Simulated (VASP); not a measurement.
# Mo (Im-3m) in VASP: notebook

The runs below take Mo through single point, relaxation of cell and atoms, with r2SCAN.

Program: VASP 6.6.1. These are calculated values, not measurements. Logs are shortened: lines on timing, memory, paths and dates and some standing lists are left out, and cuts for length are marked.

**1. The cell of the first run**

The structure is cubic, space group Im-3m (No. 229). Conventional cell: a = 3.150 Å, b = 3.150 Å, c = 3.150 Å, α = 90.00°, β = 90.00°, γ = 90.00°. Within 3.6 Å of Mo (site symmetry m-3m) lie 14 Mo at 2.73 to 3.15 Å.

**2. Single point, r2SCAN**

Input file POSCAR:

```
Mo
1.0
   -1.5749454977      1.5749454977      1.5749454977
    1.5749454977     -1.5749454977      1.5749454977
    1.5749454977      1.5749454977     -1.5749454977
Mo
1
Direct
    0.0000000000      0.0000000000      0.0000000000
```

Input file INCAR.step1:

```
ALGO = Normal
EDIFF = 1E-4
ENCUT = 520
GGA = PE
ISMEAR = 0
LASPH = True
LCHARG = False
LREAL = False
LWAVE = True
NBANDS = 13
NELM = 60
PREC = Accurate
SIGMA = 0.1
```

Input file INCAR.step2:

```
ALGO = Normal
EDIFF = 1E-6
ENCUT = 520
ISIF = 2
ISMEAR = 0
ISTART = 1
LASPH = True
LCHARG = True
LELF = True
LMIXTAU = True
LREAL = False
LVHAR = True
LWAVE = False
METAGGA = R2SCAN
NBANDS = 13
NELM = 60
PREC = Accurate
SIGMA = 0.1
```

Input file KPOINTS:

```
k-points
0
Gamma
  16 16 16
```

Potentials or basis: VASP PAW PBE potentials, release 64 (Mo_sv).

The run is started by

```bash
$ cat potpaw_PBE.64/Mo_sv/POTCAR > POTCAR
$ cp INCAR.step1 INCAR
$ mpirun -np 1 vasp_std > vasp.out
$ cp INCAR.step2 INCAR
$ mpirun -np 1 vasp_std > vasp.out
```

OUTCAR:

```text
EDIFF = 1E-6
   ENCUT = 520
   ISIF = 2
   ISMEAR = 0
   ISTART = 1
   LASPH = True
   LREAL = False
   METAGGA = R2SCAN
   NELM = 60
   PREC = Accurate

 ion  position               nearest neighbor table
   1  0.000  0.000  0.000-

  LATTYP: Found a body centered cubic cell.
 ALAT       =     3.1498909954

  Lattice vectors:

 A1 = (  -1.5749454977,   1.5749454977,   1.5749454977)
 A2 = (   1.5749454977,  -1.5749454977,   1.5749454977)
 A3 = (   1.5749454977,   1.5749454977,  -1.5749454977)

Analysis of symmetry for initial positions (statically):
=====================================================================
 Subroutine PRICEL returns:
 Original cell was already a primitive cell.

 Routine SETGRP: Setting up the symmetry group for a
 body centered cubic supercell.

 Subroutine GETGRP returns: Found 48 space group operations
 (whereof 48 operations were pure point group operations)
 out of a pool of 48 trial point group operations.

The static configuration has the point symmetry O_h .

Analysis of symmetry for dynamics (positions and initial velocities):
=====================================================================
 Subroutine PRICEL returns:
 Original cell was already a primitive cell.

 Routine SETGRP: Setting up the symmetry group for a
 body centered cubic supercell.

 Subroutine GETGRP returns: Found 48 space group operations
 (whereof 48 operations were pure point group operations)
 out of a pool of 48 trial point group operations.

The dynamic configuration has the point symmetry O_h .

 Subroutine INISYM returns: Found 48 space group operations
 (whereof 48 operations are pure point group operations),
 and found     1 'primitive' translations

----------------------------------------------------------------------------------------

                                     Primitive cell

  volume of cell :      15.6263

  direct lattice vectors                    reciprocal lattice vectors
    -1.574945498  1.574945498  1.574945498     0.000000000  0.317471303  0.317471303
     1.574945498 -1.574945498  1.574945498     0.317471303  0.000000000  0.317471303
     1.574945498  1.574945498 -1.574945498     0.317471303  0.317471303  0.000000000

  length of vectors
     2.727885621  2.727885621  2.727885621     0.448972223  0.448972223  0.448972223

  position of ions in fractional coordinates (direct lattice)
     0.000000000  0.000000000  0.000000000

  ion indices of the primitive-cell ions
[... 75 lines left out ...]
   LREAL  =      F    real-space projection
   EDIFFG = 0.1E-04   stopping-criterion for IOM
   NSW    =      0    number of steps for IOM
   IBRION =     -1    ionic relax: 0-MD 1-quasi-New 2-CG
   NFREE  =      0    steps in history (QN), initial steepest desc. (CG)
   ISIF   =      2    stress and relaxation
   ISYM   =      2    0-nonsym 1-usesym 2-fastsym
   POTIM  = 0.5000    time-step for ionic-motion
   TEBEG  =    0.0;   TEEND  =   0.0 temperature during run
   PSTRESS=    0.0 pullay stress
   NELECT =      14.0000    total number of electrons
   NUPDOWN=      -1.0000    fix difference up-down
   EMIN   =  10.00;   EMAX   =-10.00  energy-range for DOS
   EFERMI =   0.00;   METHOD = LEGACY
   ISMEAR =     0;   SIGMA  =   0.10  broadening in eV -4-tet -1-fermi 0-gaus
   EFERMI_NEDOS =   21; number of points for ismear=-14 and -15
   IALGO  =     38    algorithm
   IMIX   =      4    mixing-type and parameters
     AMIX     =   0.40;   BMIX     =  1.00
     AMIX_MAG =   1.60;   BMIX_MAG =  1.00
  volume/ion in A,a.u.               =      15.63       105.45
  Fermi-wavevector in a.u.,A,eV,Ry     =   1.578212  2.982388 33.888750  2.490753
  Thomas-Fermi vector in A             =   2.678777
   LORBIT       =      0    0 simple, 1 ext, 2 COOP (PROOUT), +10 PAW based schemes
   METAGGA = R2SCAN    functional components
   LHFCALC =     F    Hartree Fock is set to
   AEXX    =    0.0000 exact exchange contribution
   IVDW    =     0    specifies the selected vdW correction
   LEPSILON=     F    determine dielectric tensor
   LRPA    =     F    only Hartree local field effects (RPA)
 non-spin polarized calculation
 Gauss-broadening in eV      SIGMA  =   0.10
  energy-cutoff  :      520.00
  volume of cell :       15.63
 maximum number of plane-waves:       434
   NGX = 11   NGY = 11   NGZ = 11

 number of electron      14.0000002 magnetization

 Free energy of the ion-electron system (eV)
  ---------------------------------------------------
  ext. energy  EPLUGINS =         0.00000000
  ---------------------------------------------------
  free energy    TOTEN  =       -26.08434624 eV

  energy without entropy =      -26.08237375  energy(sigma->0) =      -26.08336000

 E-fermi :  12.5533     XC(G=0): -14.6374

 val. band max:       12.5431241909   @ k =  -0.1875   0.1875   0.0625
 cond. band min:      12.5883659391   @ k =   0.4375   0.1250   0.0000
 fundamental gap:      0.0452417482
 Fermi energy:        12.5532942906

 k-point     1 :       0.0000    0.0000    0.0000
  band No.  band energies     occupation
      1     -50.6608      2.00000
      2     -23.1320      2.00000
      3     -23.1320      2.00000
      4     -23.1320      2.00000
      5       4.8920      2.00000
      6      11.1347      2.00000
      7      11.1347      2.00000
      8      11.1347      2.00000
      9      14.4740      0.00000
     10      14.4740      0.00000
     11      28.0517      0.00000
     12      28.0517      0.00000
     13      28.0517      0.00000
[... 354 lines left out ...]
  band No.  band energies     occupation
      1     -50.4017      2.00000
      2     -24.3154      2.00000
      3     -23.6206      2.00000
      4     -23.2620      2.00000
      5       8.1460      2.00000
      6       9.4938      2.00000
      7      10.6232      2.00000
      8      13.8002      0.00000
      9      15.2350      0.00000
     10      17.3852      0.00000
     11      26.4602      0.00000
     12      27.8924      0.00000
     13      31.1094      0.00000

 [... further k-points ...]
[... 5 lines left out ...]
  --------------------------------------------------------------------------------------
  -------------------------------------------------------------------------------------
  Total        0.1055689      0.1055689      0.1055689      0.0000000      0.0000000      0.0000000
  in kB       10.8240537     10.8240537     10.8240537      0.0000000      0.0000000      0.0000000
  external PRESSURE =      10.8240537 kB  Pullay stress =       0.0000000 kB

 VOLUME and BASIS-vectors are now :
 -----------------------------------------------------------------------------
  energy-cutoff  :      520.00
  volume of cell :       15.63
      direct lattice vectors                 reciprocal lattice vectors
    -1.574945498  1.574945498  1.574945498     0.000000000  0.317471303  0.317471303
     1.574945498 -1.574945498  1.574945498     0.317471303  0.000000000  0.317471303
     1.574945498  1.574945498 -1.574945498     0.317471303  0.317471303  0.000000000

 POSITION                                       TOTAL-FORCE (eV/Angst)
 -----------------------------------------------------------------------------------
      0.00000      0.00000      0.00000         0.000000     -0.000000      0.000000
 -----------------------------------------------------------------------------------
    total drift:                               -0.000000      0.000000      0.000000

  FREE ENERGIE OF THE ION-ELECTRON SYSTEM (eV)
  ---------------------------------------------------
  free  energy   TOTEN  =       -26.0843462364 eV

  energy  without entropy=      -26.0823737548  energy(sigma->0) =      -26.08336000
```

It took 89 s on 1 thread of AMD EPYC 9R14 (Zen 4), shared host; peak memory 0.11 GiB.

What came out:

```
Free energy            : -26.0843 eV
Pressure               : 1.1 GPa
Band gap on the k mesh : zero (bands 7 and 8 overlap by 5.57 eV)
```

Levels at points of the mesh, in eV from the Fermi level:
```tsv
k point	band 5	band 6	band 7	band 8	band 9	band 10
(0.00, 0.00, 0.00)	-7.66	-1.42	-1.42	-1.42	1.92	1.92
(0.50, 0.00, 0.00)	-5.59	-3.58	1.58	1.90	2.60	4.94
(0.50, 0.50, 0.50)	-5.65	-5.65	4.15	4.15	4.15	9.48
```

Caveat: the PAW data sets were made with another functional, which shifts forces and pressure a little.

**3. Single point, r2SCAN**

Input file POSCAR:

```
Mo
1.0
   -1.5754959195      1.5754959195      1.5754959195
    1.5754959195     -1.5754959195      1.5754959195
    1.5754959195      1.5754959195     -1.5754959195
Mo
1
Direct
    0.0000000000      0.0000000000      0.0000000000
```

Input file INCAR.step1:

```
PREC = Accurate
ENCUT = 520
ISMEAR = -1
SIGMA = 0.15
LREAL = F
LASPH = T
NELM = 80
NBANDS = 13
GGA = PE
ALGO = Normal
EDIFF = 1E-4
LWAVE = T
LCHARG = F
```

Input file INCAR.step2:

```
PREC = Accurate
ENCUT = 520
EDIFF = 1E-6
ISMEAR = -1
SIGMA = 0.15
LREAL = F
LASPH = T
NELM = 80
ALGO = Normal
ISIF = 2
LWAVE = F
LCHARG = F
METAGGA = R2SCAN
LMIXTAU = T
NBANDS = 13
ISTART = 1
```

Input file KPOINTS:

```
Automatic mesh
0
Gamma
  16 16 16
```

Potentials or basis: VASP PAW PBE potentials, release 64 (Mo_sv).

The run is started by

```bash
$ cat potpaw_PBE.64/Mo_sv/POTCAR > POTCAR
$ cp INCAR.step1 INCAR
$ mpirun -np 1 vasp_std > vasp.out
$ cp INCAR.step2 INCAR
$ mpirun -np 1 vasp_std > vasp.out
```

OUTCAR:

```text
PREC = Accurate
   ENCUT = 520
   EDIFF = 1E-6
   ISMEAR = -1
   LREAL = F
   LASPH = T
   NELM = 80
   ISIF = 2
   METAGGA = R2SCAN
   ISTART = 1

 ion  position               nearest neighbor table
   1  0.000  0.000  0.000-

  LATTYP: Found a body centered cubic cell.
 ALAT       =     3.1509918390

  Lattice vectors:

 A1 = (  -1.5754959195,   1.5754959195,   1.5754959195)
 A2 = (   1.5754959195,  -1.5754959195,   1.5754959195)
 A3 = (   1.5754959195,   1.5754959195,  -1.5754959195)

Analysis of symmetry for initial positions (statically):
=====================================================================
 Subroutine PRICEL returns:
 Original cell was already a primitive cell.

 Routine SETGRP: Setting up the symmetry group for a
 body centered cubic supercell.

 Subroutine GETGRP returns: Found 48 space group operations
 (whereof 48 operations were pure point group operations)
 out of a pool of 48 trial point group operations.

The static configuration has the point symmetry O_h .

Analysis of symmetry for dynamics (positions and initial velocities):
[... 158 lines left out ...]
 val. band max:       12.5256333157   @ k =  -0.1875   0.1875   0.0625
 cond. band min:      12.5687324505   @ k =   0.4375   0.1250  -0.0000
 fundamental gap:      0.0430991348
 Fermi energy:        12.5293048623

 k-point     1 :       0.0000    0.0000    0.0000
  band No.  band energies     occupation
      1     -50.6802      2.00000
      2     -23.1540      2.00000
      3     -23.1540      2.00000
      4     -23.1540      2.00000
      5       4.8783      2.00000
      6      11.1194      1.99983
      7      11.1194      1.99983
      8      11.1194      1.99983
      9      14.4524      0.00001
     10      14.4524      0.00001
     11      28.0329      0.00000
     12      28.0329      0.00000
     13      28.0329      0.00000
[... 354 lines left out ...]
  band No.  band energies     occupation
      1     -50.4222      2.00000
      2     -24.3333      2.00000
      3     -23.6408      2.00000
      4     -23.2835      2.00000
      5       8.1327      2.00000
      6       9.4802      2.00000
      7      10.6065      1.99999
      8      13.7802      0.00048
      9      15.2118      0.00000
     10      17.3598      0.00000
     11      26.4319      0.00000
     12      27.8625      0.00000
     13      31.0776      0.00000

 [... further k-points ...]
[... 5 lines left out ...]
  --------------------------------------------------------------------------------------
  -------------------------------------------------------------------------------------
  Total        0.1039397      0.1039397      0.1039397      0.0000000     -0.0000000      0.0000000
  in kB       10.6458443     10.6458443     10.6458443      0.0000000     -0.0000000      0.0000000
  external PRESSURE =      10.6458443 kB  Pullay stress =       0.0000000 kB

 VOLUME and BASIS-vectors are now :
 -----------------------------------------------------------------------------
  energy-cutoff  :      520.00
  volume of cell :       15.64
      direct lattice vectors                 reciprocal lattice vectors
    -1.575495920  1.575495920  1.575495920     0.000000000  0.317360390  0.317360390
     1.575495920 -1.575495920  1.575495920     0.317360390  0.000000000  0.317360390
     1.575495920  1.575495920 -1.575495920     0.317360390  0.317360390  0.000000000

 POSITION                                       TOTAL-FORCE (eV/Angst)
 -----------------------------------------------------------------------------------
      0.00000      0.00000      0.00000         0.000000     -0.000000     -0.000000
 -----------------------------------------------------------------------------------
    total drift:                                0.000000     -0.000000      0.000000

  FREE ENERGIE OF THE ION-ELECTRON SYSTEM (eV)
  ---------------------------------------------------
  free  energy   TOTEN  =       -26.1025277986 eV

  energy  without entropy=      -26.0608508783  energy(sigma->0) =      -26.08168934
```

It took 99 s on 1 thread of AMD EPYC 9R14 (Zen 4), shared host; peak memory 0.11 GiB.

What came out:

```
Free energy            : -26.1025 eV
Pressure               : 1.1 GPa
Band gap on the k mesh : zero (bands 7 and 8 overlap by 5.56 eV)
```

Caveat: the PAW data sets were made with another functional, which shifts forces and pressure a little.

**4. Relaxation of cell and atoms, r2SCAN**

Input file POSCAR:

```
Mo
1.0
   -1.5749454977      1.5749454977      1.5749454977
    1.5749454977     -1.5749454977      1.5749454977
    1.5749454977      1.5749454977     -1.5749454977
Mo
1
Direct
    0.0000000000      0.0000000000      0.0000000000
```

Input file INCAR.step1:

```
  PREC = Accurate
  ENCUT = 600
  ISMEAR = -1
  SIGMA = 0.15
  LREAL = False
  LASPH = True
  NELM = 100
  GGA = PE
  ALGO = Normal
  EDIFF = 1E-4
  LWAVE = True
  LCHARG = False
```

Input file INCAR.step2:

```
  PREC = Accurate
  ENCUT = 600
  EDIFF = 1E-6
  ISMEAR = -1
  SIGMA = 0.15
  LREAL = False
  LASPH = True
  NELM = 100
  ALGO = Normal
  ISIF = 3
  LWAVE = False
  LCHARG = False
  METAGGA = R2SCAN
  LMIXTAU = True
  IBRION = 2
  NSW = 80
  EDIFFG = -0.001
  ISTART = 1
```

Input file KPOINTS:

```
regular mesh
0
Gamma
  16 16 16
```

The run is started by

```bash
$ cat potpaw_PBE.64/Mo_sv/POTCAR > POTCAR
$ cp INCAR.step1 INCAR
$ mpirun -np 1 vasp_std > vasp.out
$ cp INCAR.step2 INCAR
$ mpirun -np 1 vasp_std > vasp.out
```

Wall time 5.1 min (1 thread of AMD EPYC 9R14 (Zen 4), shared host); peak memory 0.14 GiB.

It converged, with:

| Property | Result |
| --- | --- |
| Free energy | -26.1009 eV |
| Relaxed volume | 15.70 Å³/atom |
| Relaxed cell | a = 2.732 Å, b = 2.732 Å, c = 2.732 Å, α = 109.47°, β = 109.47°, γ = 109.47° |
| Space group after relaxing (to 0.1 Å) | Im-3m (No. 229) |
| Energy gained by relaxing | 0.3 meV/atom |
| Ionic steps | 3 |
| Pressure after relaxing | 0.0 GPa |
| Band gap on the k mesh | zero (bands 7 and 8 overlap by 5.53 eV) |

The path:
| step | energy change (eV) | largest force (eV/Å) | pressure (GPa) | volume (Å³) |
| --- | --- | --- | --- | --- |
| 1 | 0.0000 | 0.0000 | 1.32 | 15.63 |
| 2 | 0.0022 | 0.0000 | -3.61 | 15.92 |
| 3 | -0.0003 | 0.0000 | 0.00 | 15.70 |

Final structure:
```
CELL_PARAMETERS angstrom
-1.57746 1.57746 1.57746
1.57746 -1.57746 1.57746
1.57746 1.57746 -1.57746
ATOMIC_POSITIONS crystal
Mo 0.00000 0.00000 0.00000
```

Levels at points of the mesh, in eV from the Fermi level:
| k point | band 4 | band 5 | band 6 | band 7 | band 8 | band 9 | band 10 | band 11 |
| --- | --- | --- | --- | --- | --- | --- | --- | --- |
| (0.00, 0.00, 0.00) | -35.69 | -7.64 | -1.40 | -1.40 | -1.40 | 1.92 | 1.92 | 15.50 |
| (0.50, 0.00, 0.00) | -35.70 | -5.56 | -3.55 | 1.57 | 1.89 | 2.59 | 4.91 | 12.19 |
| (0.50, 0.50, 0.50) | -36.71 | -5.60 | -5.60 | 4.13 | 4.13 | 4.13 | 9.45 | 9.45 |

Caveat: the PAW data sets were made with another functional, which shifts forces and pressure a little.

**5. Overview**

```csv
task,cell,cutoff (eV),smearing,gap on the mesh (eV),pressure (GPa)
single point,as given,520,gaussian 0.1 eV,none,1.1
single point,as given,520,fermi-dirac 0.15 eV,none,1.1
relaxation of cell and atoms,relaxed,600,fermi-dirac 0.15 eV,none,0.0
```

Alike in all rows: level r2SCAN; potentials or basis VASP PAW PBE potentials, release 64 (Mo_sv); no spin polarisation; k mesh 16 × 16 × 16.

Caveats: the PAW data sets were made with another functional, which shifts forces and pressure a little.

Total energies depend on the potentials used, so only differences within one code and one set of settings carry meaning.
